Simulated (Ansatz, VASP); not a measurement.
**One calculation of K2NaBCl6, two programs**

```
CELL_PARAMETERS angstrom
5.37606 0.00000 0.00000
0.00000 5.37606 0.00000
0.00000 0.00000 9.12953
ATOMIC_POSITIONS crystal
K 0.50000 0.50000 0.25625
K 0.50000 0.50000 0.74375
Na 0.00000 0.00000 0.50000
B 0.00000 0.00000 0.00000
Cl 0.50000 0.00000 0.00000
Cl 0.50000 0.00000 0.50000
Cl 0.00000 0.50000 0.00000
Cl 0.00000 0.50000 0.50000
Cl 0.00000 0.00000 0.18701
Cl 0.00000 0.00000 0.81299
```

Alike in both runs: functional PBE; k mesh 4 × 4 × 4; occupations gaussian, width 0.02 eV; no spin polarisation.

Ansatz relaxed the structure, and its values are those at the end. VASP's run is a single point on that final structure, the one shown.

|  | VASP | Ansatz |
| --- | --- | --- |
| version | VASP 6.6.1 | Ansatz 0.2.0 |
| potentials or method | VASP PAW PBE potentials, release 64 (K_sv, Na_pv, B, Cl), cutoff 520 eV | scalar-relativistic, plane waves, PAW |
| valence electrons in the cell | 70 | 72 |

|  | VASP | Ansatz | Ansatz less VASP |
| --- | --- | --- | --- |
| gap on the k mesh at the Fermi level (eV) | 2.63 | 2.61 | -0.027 |
| least direct gap on the mesh (eV) | 2.63 | 2.61 | -0.027 |
| pressure (GPa) | -0.1 | 0.0 | +0.10 |
| rms of the force components (eV/Å) | 0.026 | 0.002 | -0.0244 |

VASP's potentials hold 70 valence electrons a cell and Ansatz's 72, so a difference there can come from the potentials and not from the codes.
